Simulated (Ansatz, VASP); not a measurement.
## LaGa3Pb in VASP and in Ansatz

```
La Pb Ga
1.0
     0.00000    4.49472    0.00000
     4.49472    0.00000    0.00000
     2.24736    2.24736   -5.48145
La Pb Ga
1 1 3
Cartesian
  2.2474 2.2474 -3.9918
  4.4947 4.4947 -5.2125
  2.2474 4.4947 -1.4269
  4.4947 2.2474 -1.4269
  4.4947 4.4947 -2.5126
```

Alike in both runs: functional r2SCAN; k mesh 7 × 7 × 7; no spin polarisation.

Ansatz relaxed the structure, and its values are those at the end. VASP's run is a single point on that final structure, the one shown.

```csv
,VASP,Ansatz
version,VASP 6.6.1,Ansatz 0.2.0
potentials or method,"VASP PAW PBE potentials, release 64 (La, Pb_d, Ga_d), cutoff 520 eV",PAW plane waves
occupations,"fermi-dirac, width 0.1 eV",fermi-dirac
valence electrons in the cell,64,64
```

VASP gave:

- pressure (GPa): 5.4
- rms of the force components (eV/Å): 0.005

**Question.** Estimate Ansatz's values.

**Answer.** Pressure (GPa): 5.5; rms of the force components (eV/Å): 0.004.

VASP's potentials were made for PBE, not for r2SCAN. Ansatz's warnings: stress scf threshold loose.

Neither program's run includes spin-orbit coupling.
